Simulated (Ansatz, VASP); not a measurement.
Two plane-wave programs on Si

```
Si
1.0
     3.70541    0.00000    0.00000
    -1.85271    3.20898    0.00000
     0.00000    0.00000    6.61972
Si
4
Cartesian
  0.0000 2.1393 0.3225
  1.8527 1.0697 3.6324
  0.0000 2.1393 2.9873
  1.8527 1.0697 6.2972
```

Alike in both runs: task single point; functional LDA; k mesh 12 × 12 × 6; occupations gaussian, width 0.03 eV; no spin polarisation.

```csv
,VASP,Ansatz
version,VASP 6.6.1,Ansatz 0.2.0
potentials or method,"VASP PAW LDA potentials, release 64 (Si), cutoff 520 eV","scalar-relativistic, plane waves, PAW"
valence electrons in the cell,16,16
```

Ansatz gave:

* gap on the k mesh at the Fermi level (eV): none
* pressure (GPa): 4.3
* traceless stress, the component that is largest in VASP (GPa): -15.15
* rms of the force components (eV/Å): 1.207

Q: What did VASP give for the same quantities?

A: gap on the k mesh at the Fermi level (eV): none; pressure (GPa): 4.4; traceless stress, the component that is largest in VASP (GPa): -15.22; rms of the force components (eV/Å): 1.209.

Ansatz warns that its potentials were made for another functional, while VASP's fit it. LDA's correlation is that of Perdew and Zunger in VASP and of Perdew and Wang (1992) in Ansatz. Atom by atom the forces differ by 0.002 eV/Å (rms over components). A gap of «none» marks a metal or a gap that the smearing closes.
